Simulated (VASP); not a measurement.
# Mg2ZnS3: single point with PBE

Crystal: Mg2ZnS3.

```
Mg Zn S
1.0
     3.57308    0.00000    0.00000
     0.00000    3.57308    0.00000
     0.00000    0.00000   10.55297
Mg Zn S
2 1 3
Direct
  0.00000 0.00000 0.78149
  0.00000 0.00000 0.21851
  0.50000 0.50000 0.50000
  0.00000 0.00000 0.00000
  0.50000 0.50000 0.29210
  0.50000 0.50000 0.70790
```

```
Program             : VASP 6.6.1
Task                : single point
Functional          : PBE
Potentials or basis : VASP PAW PBE potentials, release 64 (Mg, Zn, S)
Cutoff              : 520 eV
k mesh              : 6 × 6 × 2
Occupations         : gaussian, width 0.1 eV
Spin                : no spin polarisation
```

| Quantity | Value |
| --- | --- |
| Pressure | -0.1 GPa |
| Largest force | 0.073 eV/Å |
| Band gap on the k mesh | zero (band 17 reaches 3.44 eV, above the bottom of band 18 at 3.21 eV) |

Forces on the atoms (eV/Å):
```
Mg   0.000  0.000  0.032
Mg   0.000  0.000 -0.032
Zn   0.000  0.000  0.000
S    0.000  0.000  0.000
S    0.000  0.000 -0.073
S    0.000  0.000  0.073
```

Stress tensor (GPa, compression positive):
```
-0.34  0.00  0.00
 0.00 -0.34  0.00
 0.00  0.00  0.29
```

Levels at points of the mesh, in eV from the Fermi level:
| k point | band 15 | band 16 | band 17 | band 18 | band 19 | band 20 |
| --- | --- | --- | --- | --- | --- | --- |
| (0.00, 0.00, 0.00) | -2.86 | -0.41 | -0.08 | -0.08 | 1.73 | 2.01 |
| (0.50, 0.00, 0.00) | -2.58 | -2.46 | -0.58 | 0.18 | 1.61 | 3.59 |
| (0.50, 0.50, 0.00) | -3.01 | -2.08 | -2.08 | 0.21 | 1.09 | 1.14 |
| (0.00, 0.00, 0.50) | -2.87 | -0.07 | -0.07 | 0.28 | 1.31 | 2.10 |
| (0.50, 0.00, 0.50) | -2.46 | -2.33 | -0.28 | 0.18 | 1.10 | 3.20 |
| (0.50, 0.50, 0.50) | -3.01 | -2.02 | -2.02 | 0.59 | 0.60 | 0.90 |

Run time: 98 s on 1 thread of Intel(R) Xeon(R) Platinum 8259CL CPU @ 2.50GHz (Skylake/Cascade Lake), on a shared host, peak memory 0.27 GiB.
